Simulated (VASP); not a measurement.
# Ce (P6_3/mmc) in VASP: a series of runs, part 2 of 2

VASP 6.6.1. The steps go on from the part before.

### Step 3. Electric field gradients, LDA (volume scaled by 1.06)

INCAR reads:

```
SYSTEM = Ce
PREC     = Accurate       ! precision mode
ENCUT    = 520            ! plane-wave cutoff, eV
EDIFF    = 1E-8           ! SCF threshold, eV
ISMEAR   = -1             ! smearing method
SIGMA    = 0.05           ! smearing width, eV
LREAL    = .False.        ! projectors in reciprocal space
LASPH    = .True.         ! aspherical terms in the spheres
NELM     = 100            ! most SCF steps
ALGO     = Normal         ! electronic algorithm
ISIF     = 2              ! what is computed and relaxed
LWAVE    = .False.        ! write WAVECAR
LCHARG   = .False.        ! write CHGCAR
LEFG     = .True.       
NBANDS   = 19             ! bands
```

KPOINTS reads:

```
Automatic mesh
0
Gamma
  15 15 7
  0 0 0
```

POSCAR reads:

```
Ce
1.0
    3.2255505688      0.0000000000      0.0000000000
   -1.6127752844      2.7934087338      0.0000000000
    0.0000000000      0.0000000000      5.9812049394
Ce
2
Direct
    0.3333333333      0.6666666667      0.2500000000
    0.6666666667      0.3333333333      0.7500000000
```

Potentials or basis: VASP PAW LDA potentials, release 64 (Ce).

Launch:

```sh
cat potpaw_LDA.64/Ce/POTCAR > POTCAR
mpirun -np 1 vasp_std > vasp.out
```

OUTCAR:

```text
SYSTEM = Ce
   PREC = Accurate
   ENCUT = 520
   EDIFF = 1E-8
   ISMEAR = -1
   LREAL = .False.
   LASPH = .True.
   NELM = 100
   ISIF = 2

 ion  position               nearest neighbor table
   1  0.333  0.667  0.250-
   2  0.667  0.333  0.750-

  LATTYP: Found a hexagonal cell.
 ALAT       =     3.2255505688
 C/A-ratio  =     1.8543206227

  Lattice vectors:

 A1 = (   3.2255505688,   0.0000000000,   0.0000000000)
 A2 = (  -1.6127752844,   2.7934087338,   0.0000000000)
 A3 = (   0.0000000000,   0.0000000000,   5.9812049394)

Analysis of symmetry for initial positions (statically):
=====================================================================
 Subroutine PRICEL returns:
 Original cell was already a primitive cell.

 Routine SETGRP: Setting up the symmetry group for a
 hexagonal supercell.

 Subroutine GETGRP returns: Found 24 space group operations
 (whereof 12 operations were pure point group operations)
 out of a pool of 24 trial point group operations.

The static configuration has the point symmetry D_3d.
 The point group associated with its full space group is D_6h.

Analysis of symmetry for dynamics (positions and initial velocities):
=====================================================================
 Subroutine PRICEL returns:
 Original cell was already a primitive cell.

 Routine SETGRP: Setting up the symmetry group for a
 hexagonal supercell.

 Subroutine GETGRP returns: Found 24 space group operations
 (whereof 12 operations were pure point group operations)
 out of a pool of 24 trial point group operations.

The dynamic configuration has the point symmetry D_3d.
 The point group associated with its full space group is D_6h.

 Subroutine INISYM returns: Found 24 space group operations
 (whereof 12 operations are pure point group operations),
 and found     1 'primitive' translations

----------------------------------------------------------------------------------------

                                     Primitive cell

  volume of cell :      53.8923

  direct lattice vectors                    reciprocal lattice vectors
     3.225550569  0.000000000  0.000000000     0.310024592  0.178992782  0.000000000
    -1.612775284  2.793408734  0.000000000     0.000000000  0.357985564  0.000000000
     0.000000000  0.000000000  5.981204939     0.000000000  0.000000000  0.167190392

  length of vectors
     3.225550569  3.225550569  5.981204939     0.357985564  0.357985564  0.167190392

  position of ions in fractional coordinates (direct lattice)
     0.333333333  0.666666667  0.250000000
     0.666666667  0.333333333  0.750000000

  ion indices of the primitive-cell ions
   primitive index   ion index
                 1           1
                 2           2

----------------------------------------------------------------------------------------

[... 73 lines left out ...]
   IBRION =     -1    ionic relax: 0-MD 1-quasi-New 2-CG
   NFREE  =      0    steps in history (QN), initial steepest desc. (CG)
   ISIF   =      2    stress and relaxation
   ISYM   =      2    0-nonsym 1-usesym 2-fastsym
   POTIM  = 0.5000    time-step for ionic-motion
   TEBEG  =    0.0;   TEEND  =   0.0 temperature during run
   PSTRESS=    0.0 pullay stress
   NELECT =      24.0000    total number of electrons
   NUPDOWN=      -1.0000    fix difference up-down
   EMIN   =  10.00;   EMAX   =-10.00  energy-range for DOS
   EFERMI =   0.00;   METHOD = LEGACY
   ISMEAR =    -1;   SIGMA  =   0.05  broadening in eV -4-tet -1-fermi 0-gaus
   EFERMI_NEDOS =   21; number of points for ismear=-14 and -15
   IALGO  =     38    algorithm
   IMIX   =      4    mixing-type and parameters
     AMIX     =   0.40;   BMIX     =  1.00
     AMIX_MAG =   1.60;   BMIX_MAG =  1.00
  volume/ion in A,a.u.               =      26.95       181.84
  Fermi-wavevector in a.u.,A,eV,Ry     =   1.250171  2.362481 21.264935  1.562929
  Thomas-Fermi vector in A             =   2.384178
   LORBIT       =      0    0 simple, 1 ext, 2 COOP (PROOUT), +10 PAW based schemes
   GGA     = CA    functional components
   LHFCALC =     F    Hartree Fock is set to
   AEXX    =    0.0000 exact exchange contribution
   IVDW    =     0    specifies the selected vdW correction
   LEPSILON=     F    determine dielectric tensor
   LRPA    =     F    only Hartree local field effects (RPA)
 non-spin polarized calculation
  energy-cutoff  :      520.00
  volume of cell :       53.89
 maximum number of plane-waves:      1494
 NGX is ok and might be reduce to    24
   NGX = 11   NGY = 11   NGZ = 23

 number of electron      24.0000000 magnetization

 Free energy of the ion-electron system (eV)
  ---------------------------------------------------
  ext. energy  EPLUGINS =         0.00000000
  ---------------------------------------------------
  free energy    TOTEN  =       -13.46830643 eV

  energy without entropy =      -13.40779486  energy(sigma->0) =      -13.43805064

 E-fermi :   8.7974     XC(G=0): -11.3929

 val. band max:        8.7956473642   @ k =   0.0000   0.0000   0.2857
 cond. band min:       8.8031323826   @ k =   0.0667   0.0667   0.0000
 fundamental gap:      0.0074850184
 Fermi energy:         8.7973990905

 k-point     1 :       0.0000    0.0000    0.0000
  band No.  band energies     occupation
      1     -25.7084      2.00000
      2     -25.4016      2.00000
      3      -9.5130      2.00000
      4      -7.3642      2.00000
      5      -6.8784      2.00000
      6      -6.8784      2.00000
[... 505 lines left out ...]
      6      -8.1372      2.00000
[... 11 lines left out ...]
     18       9.5135      0.00000
     19       9.5657      0.00000

 [... further k-points ...]

------------------------ aborting loop because EDIFF is reached ----------------------------------------

  FORCE on cell =-STRESS in cart. coord.  units (eV):
  Direction    XX          YY          ZZ          XY          YZ          ZX
  --------------------------------------------------------------------------------------
  -------------------------------------------------------------------------------------
  Total       -2.0553499     -2.0553499     -2.3954277      0.0000000      0.0000000      0.0000000
  in kB      -61.1039549    -61.1039549    -71.2142036      0.0000000      0.0000000      0.0000000
  external PRESSURE =     -64.4740378 kB  Pullay stress =       0.0000000 kB

 VOLUME and BASIS-vectors are now :
 -----------------------------------------------------------------------------
  energy-cutoff  :      520.00
  volume of cell :       53.89
      direct lattice vectors                 reciprocal lattice vectors
     3.225550569  0.000000000  0.000000000     0.310024592  0.178992782  0.000000000
    -1.612775284  2.793408734  0.000000000     0.000000000  0.357985564  0.000000000
     0.000000000  0.000000000  5.981204939     0.000000000  0.000000000  0.167190392

 POSITION                                       TOTAL-FORCE (eV/Angst)
 -----------------------------------------------------------------------------------
     -0.00000      1.86227      1.49530         0.000000     -0.000000      0.000000
      1.61278      0.93114      4.48590        -0.000000      0.000000      0.000000
 -----------------------------------------------------------------------------------
    total drift:                               -0.000000      0.000000     -0.000000

  FREE ENERGIE OF THE ION-ELECTRON SYSTEM (eV)
  ---------------------------------------------------
  free  energy   TOTEN  =       -13.4683064280 eV

  energy  without entropy=      -13.4077948592  energy(sigma->0) =      -13.43805064

 Electric field gradients (V/A^2)
---------------------------------------------------------------------
 ion       V_xx      V_yy      V_zz      V_xy      V_xz      V_yz
---------------------------------------------------------------------
   1      62.749    62.749  -125.498    -0.000     0.000    -0.000
   2      62.749    62.749  -125.498    -0.000    -0.000     0.000
---------------------------------------------------------------------

 Electric field gradients after diagonalization (V/A^2)
 (convention: |V_zz| > |V_xx| > |V_yy|)
----------------------------------------------------------------------
 ion       V_xx      V_yy      V_zz     asymmetry (V_yy - V_xx)/ V_zz
----------------------------------------------------------------------
   1      62.749    62.748  -125.498       0.000
   2      62.749    62.748  -125.498       0.000
----------------------------------------------------------------------

           NMR quadrupolar parameters

 Cq : quadrupolar parameter    Cq=e*Q*V_zz/h
 eta: asymmetry parameters     (V_yy - V_xx)/ V_zz
 Q  : nuclear electric quadrupole moment in mb (millibarn)
----------------------------------------------------------------------
 ion       Cq(MHz)       eta       Q (mb)
----------------------------------------------------------------------
   1      -0.303       0.000       1.000
   2      -0.303       0.000       1.000
----------------------------------------------------------------------
```

It took 2.2 min on 1 thread of Intel Xeon Platinum 8259CL at 2.50GHz (Skylake/Cascade Lake), shared host; peak memory 0.24 GiB.

What came out:

```
Free energy            : -13.4683 eV
Pressure               : -6.4 GPa
Band gap on the k mesh : zero (band 12 reaches 9.09 eV, above the bottom of band 13 at 8.58 eV)
```

Stress tensor (GPa, compression positive):
```
-6.11  0.00  0.00
 0.00 -6.11  0.00
 0.00  0.00 -7.12
```

Levels at points of the mesh, in eV from the Fermi level:
```
           k point  band 8  band 9  band 10  band 11  band 12  band 13  band 14  band 15  band 16  band 17
(0.00, 0.00, 0.00)  -15.50   -2.79    -1.63    -0.17     0.07     0.13     0.53     0.53     0.57     0.65
```

Electric field gradients, principal values (V/Å²):
| atom | least | middle | greatest (by size) |
| --- | --- | --- | --- |
| 1 Ce | 62.748 | 62.749 | -125.498 |
| 2 Ce | 62.748 | 62.749 | -125.498 |

Caveat: without QUAD_EFG the Cq values of the log hold for a quadrupole moment of 1 mb, not for the nuclei; spin-orbit coupling is left out, which moves the levels of the heavy elements. Spin polarisation is off, so any magnetic state and its effect on volume and gap are missing.
